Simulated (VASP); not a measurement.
Runs of VASP 6.6.1 on NbRu3. The structure is that of space group Pm-3m (No. 221), or close to it. The cells are those of the table. 

| potentials or basis | cell | cutoff (eV) | gap on the mesh (eV) | pressure (GPa) |
| --- | --- | --- | --- | --- |
| VASP PAW LDA potentials, release 64 (Nb_sv, Ru_pv) | a = 3.880 Å, angles 91.1°, 4 atoms | 520 | none | -10.6 |
| VASP PAW LDA potentials, release 64 (Nb_sv, Ru_pv) | a = 3.958, b = 3.958, c = 3.880 Å, 4 atoms | 520 | none | -20.3 |
| VASP PAW LDA potentials, release 64 (Nb_sv, Ru_sv) | a = 3.880, b = 3.880, c = 3.958 Å, 4 atoms | 420 | none | -17.0 |
| VASP PAW LDA potentials, release 64 (Nb_sv, Ru_pv) | a = 3.880 Å, angles 90.6°, 4 atoms | 520 | none | (a) |

Alike in all rows: task electric field gradients; level LDA; no spin polarisation; k mesh 9 × 9 × 9; smearing fermi-dirac 0.05 eV.

**Question.** Fill in the values left out.

**Answer.** (a) -10.9.

Caveats: the cell stands under tension.

A k mesh can miss the band edges, and the runs leave out spin-orbit coupling on Nb, Ru.

A gap of «none» marks levels without a gap at the run's occupations.

The runs don't all hold the same shells in valence.
